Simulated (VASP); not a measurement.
TePb (m.bB):

```
Pb Te
1.0
     0.00000    3.22000    3.22000
     3.22000    0.00000    3.22000
     3.22000    3.22000    0.00000
Pb Te
1 1
Direct
  0.00000 0.00000 0.00000
  0.50000 0.50000 0.50000
```

- Program: VASP 6.6.1
- Task: relaxation of cell and atoms
- Functional: PBE
- Potentials or basis: VASP PAW PBE potentials, release 64 (Pb_d, Te)
- Cutoff: 500 eV
- k mesh: 8 × 8 × 8
- Occupations: gaussian, width 0.02 eV
- Spin: no spin polarisation

At the start: pressure 2.6 GPa; volume 33.39 Å³/atom.

Q: How do energy, volume and symmetry change on relaxing?

A: Over 5 steps the energy falls by 15.6 meV/atom and the volume is 35.41 Å³/atom (+6.1 %); space group Fm-3m (No. 225, to 0.05 Å).

Step by step:
| step | energy change (eV) | largest force (eV/Å) | pressure (GPa) | volume (Å³) |
| --- | --- | --- | --- | --- |
| 1 | 0.0000 | 0.0000 | 2.60 | 66.77 |
| 2 | -0.0283 | 0.0000 | -0.68 | 72.15 |
| 3 | -0.0312 | 0.0000 | 0.01 | 70.82 |
| 4 | -0.0312 | 0.0000 | -0.04 | 70.91 |
| 5 | -0.0312 | 0.0000 | 0.01 | 70.82 |

Final structure:
```xyz
2
Lattice="0.0000 3.2838 3.2838 3.2838 0.0000 3.2838 3.2838 3.2838 0.0000" Properties=species:S:1:pos:R:3 pbc="T T T"
Pb    0.0000    3.2839    3.2839
Te    3.2838    3.2838    3.2838
```
